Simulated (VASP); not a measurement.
Set up this calculation in VASP 6.6.1, as the native input.

```yaml
Task: single point
Functional: PBE
Dispersion: D3(BJ)
Potentials_or_basis: VASP PAW PBE potentials, release 64 (C)
Cutoff: 520 eV
k_mesh: 7 × 11 × 3
Occupations: gaussian, width 0.05 eV
Spin: no spin polarisation
Dipole_correction: no
Further_INCAR_settings: ALGO = Normal; EDIFF = 1e-06; NBANDS = 31; ISYM = 0
```

The structure of C lies in POSCAR:

```
C
1.0
    0.0000000000      1.4231463890     -3.3609366400
   -2.4649618524      0.0000000000      0.0000000000
   -1.2324809262      9.2504515286      3.3609366400
C
10
Direct
    0.5668513934      0.9666808764      0.0666382472
    0.7668513934      0.3666808764      0.2666382472
    0.9668513934      0.7666808764      0.4666382472
    0.1668513934      0.1666808764      0.6666382472
    0.3668513934      0.5666808764      0.8666382472
    0.8331486066      0.8333191236      0.3333617528
    0.0331486066      0.2333191236      0.5333617528
    0.2331486066      0.6333191236      0.7333617528
    0.4331486066      0.0333191236      0.9333617528
    0.6331486066      0.4333191236      0.1333617528
```

One way to write it, as run:

INCAR

```
PREC     = Accurate       # precision mode
ENCUT    = 520            # plane-wave cutoff, eV
EDIFF    = 1E-6           # SCF threshold, eV
ISMEAR   = 0              # smearing method
SIGMA    = 0.05           # smearing width, eV
LREAL    = F              # projectors in reciprocal space
LASPH    = T              # aspherical terms in the spheres
NELM     = 80             # most SCF steps
ALGO     = Normal         # electronic algorithm
ISIF     = 2              # what is computed and relaxed
LWAVE    = F              # write WAVECAR
LCHARG   = F              # write CHGCAR
GGA      = PE             # functional
IVDW     = 12             # dispersion correction
ISYM     = 0            
NBANDS   = 31             # bands
```

KPOINTS

```
Automatic mesh
0
Gamma
  7 11 3
```

Potentials or basis: VASP PAW PBE potentials, release 64 (C).

Launch:

```console
$ cat potpaw_PBE.64/C/POTCAR > POTCAR
$ mpirun -np 1 vasp_std > vasp.out
```

Results of the run:

The pressure is 0.5 GPa, the largest force is 0.038 eV/Å and the band gap on the k mesh is 0.17 eV. The dispersion energy per atom is -0.156 eV.

It took 110 s on 1 thread of Intel(R) Xeon(R) 6975P-C (Granite Rapids) (shared host), peak memory 0.32 GiB.
